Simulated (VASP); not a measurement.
# TaZn2B3 (P4/mmm) in VASP: a series of runs, part 2 of 2

VASP 6.6.1. The steps go on from the part before.

## (3) Relaxation of cell and atoms, PBE

The input, INCAR:

```
SYSTEM = TaZn2B3
  ALGO = Fast
  EDIFF = 1E-6
  EDIFFG = -0.01
  ENCUT = 600
  GGA = PE
  IBRION = 2
  ISIF = 3
  ISMEAR = 0
  LASPH = .True.
  LCHARG = .False.
  LREAL = .False.
  LWAVE = .False.
  NELM = 60
  NSW = 100
  PREC = Accurate
  SIGMA = 0.1
```

The input, KPOINTS:

```
k-points
0
Gamma
  12 12 6
  0 0 0
```

The input, POSCAR:

```
TaZn2B3
1.0
    3.0097537003      0.0000000000      0.0000000000
    0.0000000000      3.0097537003      0.0000000000
    0.0000000000      0.0000000000      7.2609942901
Ta Zn B
1 2 3
Direct
    0.0000000000      0.0000000000      0.0000000000
    0.0000000000      0.0000000000      0.3454205133
    0.0000000000      0.0000000000      0.6545794867
    0.5000000000      0.5000000000      0.2403729870
    0.5000000000      0.5000000000      0.5000000000
    0.5000000000      0.5000000000      0.7596270130
```

Potentials or basis: VASP PAW PBE potentials, release 64 (Ta_pv, Zn, B).

Started as:

```bash
$ cat potpaw_PBE.64/Ta_pv/POTCAR potpaw_PBE.64/Zn/POTCAR potpaw_PBE.64/B/POTCAR > POTCAR
$ mpirun -np 1 vasp_std > vasp.out
```

OUTCAR:

```text
SYSTEM = TaZn2B3
   EDIFF = 1E-6
   EDIFFG = -0.01
   ENCUT = 600
   GGA = PE
   IBRION = 2
   ISIF = 3
   ISMEAR = 0
   LASPH = .True.
   LREAL = .False.
   NELM = 60
   NSW = 100
   PREC = Accurate

 ion  position               nearest neighbor table
   1  0.000  0.000  0.000-   2 2.51   3 2.51   4 2.75   6 2.75   4 2.75   6 2.75   4 2.75   6 2.75
                             4 2.75   6 2.75
   2  0.000  0.000  0.345-   3 2.24   4 2.26   4 2.26   4 2.26   4 2.26   5 2.41   5 2.41   5 2.41
                             5 2.41   1 2.51
   3  0.000  0.000  0.655-   2 2.24   6 2.26   6 2.26   6 2.26   6 2.26   5 2.41   5 2.41   5 2.41
                             5 2.41   1 2.51
   4  0.500  0.500  0.240-   5 1.89   2 2.26   2 2.26   2 2.26   2 2.26   1 2.75   1 2.75   1 2.75
                             1 2.75
   5  0.500  0.500  0.500-   4 1.89   6 1.89   2 2.41   3 2.41   2 2.41   3 2.41   2 2.41   3 2.41
                             2 2.41   3 2.41
   6  0.500  0.500  0.760-   5 1.89   3 2.26   3 2.26   3 2.26   3 2.26   1 2.75   1 2.75   1 2.75
                             1 2.75

  LATTYP: Found a simple tetragonal cell.
 ALAT       =     3.0097537003
 C/A-ratio  =     2.4124878688

  Lattice vectors:

 A1 = (   3.0097537003,   0.0000000000,   0.0000000000)
 A2 = (   0.0000000000,   3.0097537003,   0.0000000000)
 A3 = (   0.0000000000,   0.0000000000,   7.2609942901)

Analysis of symmetry for initial positions (statically):
=====================================================================
 Subroutine PRICEL returns:
 Original cell was already a primitive cell.

 Routine SETGRP: Setting up the symmetry group for a
 simple tetragonal supercell.

 Subroutine GETGRP returns: Found 16 space group operations
 (whereof 16 operations were pure point group operations)
 out of a pool of 16 trial point group operations.

The static configuration has the point symmetry D_4h.

Analysis of symmetry for dynamics (positions and initial velocities):
=====================================================================
 Subroutine PRICEL returns:
 Original cell was already a primitive cell.

 Routine SETGRP: Setting up the symmetry group for a
 simple tetragonal supercell.

 Subroutine GETGRP returns: Found 16 space group operations
 (whereof 16 operations were pure point group operations)
 out of a pool of 16 trial point group operations.

The dynamic configuration has the point symmetry D_4h.

 Subroutine INISYM returns: Found 16 space group operations
 (whereof 16 operations are pure point group operations),
 and found     1 'primitive' translations

----------------------------------------------------------------------------------------

                                     Primitive cell

  volume of cell :      65.7746

  direct lattice vectors                    reciprocal lattice vectors
     3.009753700  0.000000000  0.000000000     0.332253101  0.000000000  0.000000000
     0.000000000  3.009753700  0.000000000     0.000000000  0.332253101  0.000000000
     0.000000000  0.000000000  7.260994290     0.000000000  0.000000000  0.137722185

  length of vectors
     3.009753700  3.009753700  7.260994290     0.332253101  0.332253101  0.137722185

  position of ions in fractional coordinates (direct lattice)
     0.000000000  0.000000000  0.000000000
     0.000000000  0.000000000  0.345420513
     0.000000000  0.000000000  0.654579487
     0.500000000  0.500000000  0.240372987
[... 81 lines left out ...]
   ENCUT  =  600.0 eV  44.10 Ry    6.64 a.u.   6.01  6.01 14.50*2*pi/ulx,y,z
   NELM   =     60;   NELMIN=  2; NELMDL= -5     # of ELM steps
   EDIFF  = 0.1E-05   stopping-criterion for ELM
   LREAL  =      F    real-space projection
   EDIFFG = -.1E-01   stopping-criterion for IOM
   NSW    =    100    number of steps for IOM
   IBRION =      2    ionic relax: 0-MD 1-quasi-New 2-CG
   NFREE  =      1    steps in history (QN), initial steepest desc. (CG)
   ISIF   =      3    stress and relaxation
   ISYM   =      2    0-nonsym 1-usesym 2-fastsym
   POTIM  = 0.5000    time-step for ionic-motion
   TEBEG  =    0.0;   TEEND  =   0.0 temperature during run
   PSTRESS=    0.0 pullay stress
   NELECT =      44.0000    total number of electrons
   NUPDOWN=      -1.0000    fix difference up-down
   EMIN   =  10.00;   EMAX   =-10.00  energy-range for DOS
   EFERMI =   0.00;   METHOD = LEGACY
   ISMEAR =     0;   SIGMA  =   0.10  broadening in eV -4-tet -1-fermi 0-gaus
   EFERMI_NEDOS =   21; number of points for ismear=-14 and -15
   IALGO  =     68    algorithm
   IMIX   =      4    mixing-type and parameters
     AMIX     =   0.40;   BMIX     =  1.00
     AMIX_MAG =   1.60;   BMIX_MAG =  1.00
  volume/ion in A,a.u.               =      10.96        73.98
  Fermi-wavevector in a.u.,A,eV,Ry     =   1.431769  2.705652 27.891445  2.049963
  Thomas-Fermi vector in A             =   2.551470
   LORBIT       =      0    0 simple, 1 ext, 2 COOP (PROOUT), +10 PAW based schemes
   GGA     = PE    functional components
   LHFCALC =     F    Hartree Fock is set to
   AEXX    =    0.0000 exact exchange contribution
   IVDW    =     0    specifies the selected vdW correction
   LEPSILON=     F    determine dielectric tensor
   LRPA    =     F    only Hartree local field effects (RPA)
 conjugate gradient relaxation of ions
 non-spin polarized calculation
 RMM-DIIS sequential band-by-band and
 Gauss-broadening in eV      SIGMA  =   0.10
  energy-cutoff  :      600.00
  volume of cell :       65.77
 maximum number of plane-waves:      2224
   NGX = 13   NGY = 13   NGZ = 29

--------------------------------------- Ionic step        1  -------------------------------------------

 number of electron      44.0000049 magnetization

 Free energy of the ion-electron system (eV)
  ---------------------------------------------------
  ext. energy  EPLUGINS =         0.00000000
  ---------------------------------------------------
  free energy    TOTEN  =       -29.65418895 eV

  energy without entropy =      -29.64275645  energy(sigma->0) =      -29.64847270

------------------------ aborting loop because EDIFF is reached ----------------------------------------

  FORCE on cell =-STRESS in cart. coord.  units (eV):
  Direction    XX          YY          ZZ          XY          YZ          ZX
  --------------------------------------------------------------------------------------
  -------------------------------------------------------------------------------------
  Total        0.5046997      0.5046997      0.1674500      0.0000000      0.0000000     -0.0000000
  in kB       12.2937844     12.2937844      4.0788490      0.0000000      0.0000000     -0.0000000
  external PRESSURE =       9.5554726 kB  Pullay stress =       0.0000000 kB
[... 101 lines left out ...]
  FREE ENERGIE OF THE ION-ELECTRON SYSTEM (eV)
  ---------------------------------------------------
  free  energy   TOTEN  =       -29.6560990139 eV

  energy  without entropy=      -29.6446684074  energy(sigma->0) =      -29.65038371

[... ionic steps 4 to 10 ...]

--------------------------------------- Ionic step       11  -------------------------------------------

 number of electron      44.0000046 magnetization

------------------------ aborting loop because EDIFF is reached ----------------------------------------
[... 75 lines left out ...]
--------------------------------------- Ionic step       13  -------------------------------------------

 number of electron      44.0000047 magnetization

 Free energy of the ion-electron system (eV)
  ---------------------------------------------------
  ext. energy  EPLUGINS =         0.00000000
  ---------------------------------------------------
  free energy    TOTEN  =       -29.65704686 eV

  energy without entropy =      -29.64563911  energy(sigma->0) =      -29.65134298

 E-fermi :   5.5981     XC(G=0): -12.3436

 val. band max:        5.5980332227   @ k =   0.2500   0.1667   0.5000
 cond. band min:       5.6124120254   @ k =   0.4167   0.2500   0.3333
 fundamental gap:      0.0143788028
 Fermi energy:         5.5981322370

 k-point     1 :       0.0000    0.0000    0.0000
  band No.  band energies     occupation
      1     -29.2700      2.00000
      2     -28.9105      2.00000
      3     -28.9105      2.00000
      4      -7.7336      2.00000
      5      -5.3349      2.00000
      6      -3.2888      2.00000
[... 685 lines left out ...]
     25       6.9492      0.00000
     26       7.5091      0.00000

 [... further k-points ...]

------------------------ aborting loop because EDIFF is reached ----------------------------------------

  FORCE on cell =-STRESS in cart. coord.  units (eV):
  Direction    XX          YY          ZZ          XY          YZ          ZX
  --------------------------------------------------------------------------------------
  -------------------------------------------------------------------------------------
  Total        0.0126183      0.0126183      0.0225099      0.0000000      0.0000000      0.0000000
  in kB        0.3061407      0.3061407      0.5461274      0.0000000      0.0000000      0.0000000
  external PRESSURE =       0.3861363 kB  Pullay stress =       0.0000000 kB
[... 21 lines left out ...]
  FREE ENERGIE OF THE ION-ELECTRON SYSTEM (eV)
  ---------------------------------------------------
  free  energy   TOTEN  =       -29.6570468574 eV

  energy  without entropy=      -29.6456391063  energy(sigma->0) =      -29.65134298

 reached required accuracy - stopping structural energy minimisation
```

Wall time 16 min (1 thread of Oxide Virtual Turin-like, shared host); peak memory 0.34 GiB.

What came out:

```
Free energy                           : -29.6570 eV
Relaxed volume                        : 11.01 Å³/atom
Relaxed cell                          : a = 3.016 Å, b = 3.016 Å, c = 7.262 Å, α = 90.00°, β = 90.00°, γ = 90.00°
Space group after relaxing (to 0.1 Å) : P4/mmm (No. 123)
Energy gained by relaxing             : 0.5 meV/atom
Ionic steps                           : 13
Pressure after relaxing               : 0.0 GPa
Band gap on the k mesh                : zero (bands 22 and 23 overlap by 3.12 eV)
```

The path:
```
step  energy change (eV)  largest force (eV/Å)  pressure (GPa)  volume (Å³)
   1              0.0000                0.1123            0.96        65.77
   2             -0.0016                0.0430           -0.75        66.40
   3             -0.0019                0.0630           -0.27        66.21
   4             -0.0024                0.0402           -0.10        66.14
   5             -0.0024                0.0369            0.00        66.13
   6             -0.0027                0.0197            0.11        66.09
   7             -0.0028                0.0215            0.10        66.06
   8             -0.0027                0.0378            0.08        66.00
   9             -0.0028                0.0262           -0.04        66.04
  10             -0.0028                0.0301            0.00        66.03
  11             -0.0028                0.0280            0.01        66.04
  12             -0.0028                0.0187            0.03        66.04
  13             -0.0029                0.0018            0.04        66.04
```

Final structure:
```
Ta Zn B
1.0
     3.01561    0.00000    0.00000
     0.00000    3.01561    0.00000
     0.00000    0.00000    7.26171
Ta Zn B
1 2 3
Cartesian
  0.0000 0.0000 0.0000
  0.0000 0.0000 2.5076
  0.0000 0.0000 4.7541
  1.5078 1.5078 1.7281
  1.5078 1.5078 3.6309
  1.5078 1.5078 5.5336
```

Levels at points of the mesh, in eV from the Fermi level:
```csv
k point,band 20,band 21,band 22,band 23,band 24,band 25
"(0.00, 0.00, 0.00)",-0.55,-0.55,0.08,0.08,2.52,3.87
"(0.50, 0.00, 0.00)",-3.18,-1.52,0.45,2.35,2.76,3.38
"(0.50, 0.50, 0.00)",-3.78,-2.76,-0.15,-0.12,0.82,0.82
"(0.00, 0.00, 0.50)",-1.07,-0.94,1.55,1.55,2.27,2.27
"(0.50, 0.00, 0.50)",-2.36,-1.99,0.51,2.19,2.28,3.12
"(0.50, 0.50, 0.50)",-3.01,-2.11,-2.06,-1.42,-1.05,-1.05
```

Caveat: spin-orbit coupling is left out, which moves the levels of the heavy elements.

The gap in the log of VASP goes by the Fermi energy; the results here count the filled bands.